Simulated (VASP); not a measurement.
Here is a VASP 6.6.1 calculation.

Contents of INCAR:

```
SYSTEM = CsI
PREC = Accurate
ENCUT = 500
EDIFF = 1E-8
ISMEAR = 0
SIGMA = 0.01
LREAL = .False.
LASPH = .True.
NELM = 120
ALGO = Normal
ISIF = 2
LWAVE = .False.
LCHARG = .False.
GGA = PS
IBRION = 8
NSW = 1
LEPSILON = .True.
GGA_COMPAT = .False.
```

Contents of KPOINTS:

```
Automatic mesh
0
Gamma
  6 6 6
  0 0 0
```

File POSCAR:

```
CsI
1.0
    4.1524447830      0.0000000000      0.0000000000
    0.0000000000      4.1524447830      0.0000000000
    0.0000000000      0.0000000000      4.1524447830
Cs I
1 1
Direct
    0.0000000000      0.0000000000      0.0000000000
    0.5000000000      0.5000000000      0.5000000000
```

Potentials or basis: VASP PAW PBE potentials, release 64 (Cs_sv, I).

Command:

```sh
$ cat potpaw_PBE.64/Cs_sv/POTCAR potpaw_PBE.64/I/POTCAR > POTCAR
$ mpirun -np 1 vasp_std > vasp.out
```

Problem. Predict the electronic dielectric tensor (diagonal).

Solution. 4.32.

Problem. Estimate the Born charges (mean of the diagonal).

Solution. Cs +1.33; I -1.33 e.

Problem. What does it give for the highest phonon frequency at Γ, LO-TO splitting left out?

Solution. 106 cm⁻¹.

Phonon frequencies in cm⁻¹ (negative: imaginary):
```
              q point        frequencies
(0.000, 0.000, 0.000)  0 0 0 106 106 106
```

Caveat: the cell stands under pressure or tension, which shifts response properties.
